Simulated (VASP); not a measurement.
Wanted: the native input for a VASP 6.6.1 run.

| Quantity | Value |
| --- | --- |
| Task | single point |
| Functional | PBE |
| Potentials or basis | VASP PAW PBE potentials, release 64 (Re) |
| Cutoff | 520 eV |
| k mesh | 15 × 15 × 1 |
| Occupations | gaussian, width 0.1 eV |
| Spin | no spin polarisation |
| Dipole correction | yes |
| Further INCAR settings | ALGO = Normal; EDIFF = 1e-07; NBANDS = 30 |

The structure of Re lies in POSCAR:

```
Re
1.0
    2.7748241522      0.0000000000      0.0000000000
   -1.3874120761      2.4030682069      0.0000000000
    0.0000000000      0.0000000000     26.2105595253
Re
6
Direct
    0.6666666667      0.3333333333      0.2895822053
    0.3333333333      0.6666666667      0.3696802603
    0.6666666667      0.3333333333      0.4587330779
    0.3333333333      0.6666666667      0.5412669207
    0.6666666667      0.3333333333      0.6303197408
    0.3333333333      0.6666666667      0.7104177951
```

One way to write it, as run:

INCAR

```
SYSTEM = Re
ALGO = Normal
DIPOL = 0.5 0.5 0.500
EDIFF = 1E-7
ENCUT = 520
GGA = PE
IDIPOL = 3
ISIF = 2
ISMEAR = 0
LASPH = .True.
LCHARG = .False.
LDIPOL = .True.
LREAL = .False.
LWAVE = .False.
NBANDS = 30
NELM = 80
PREC = Accurate
SIGMA = 0.1
```

KPOINTS

```
k-points
0
Gamma
  15 15 1
  0 0 0
```

Potentials or basis: VASP PAW PBE potentials, release 64 (Re).

Launch:

```sh
$ cat potpaw_PBE.64/Re/POTCAR > POTCAR
$ mpirun -np 1 vasp_std > vasp.out
```

Results of the run:

| Property | Result |
| --- | --- |
| Largest force | 0.065 eV/Å |
| Band gap on the k mesh | zero (bands 21 and 22 overlap by 2.45 eV) |

Caveat: spin-orbit coupling is left out, which moves the levels of the heavy elements.

Run time: 7.4 min on 1 thread of Intel(R) Xeon(R) Platinum 8259CL CPU @ 2.50GHz (Skylake/Cascade Lake), with other jobs on the host, peak memory 0.37 GiB.
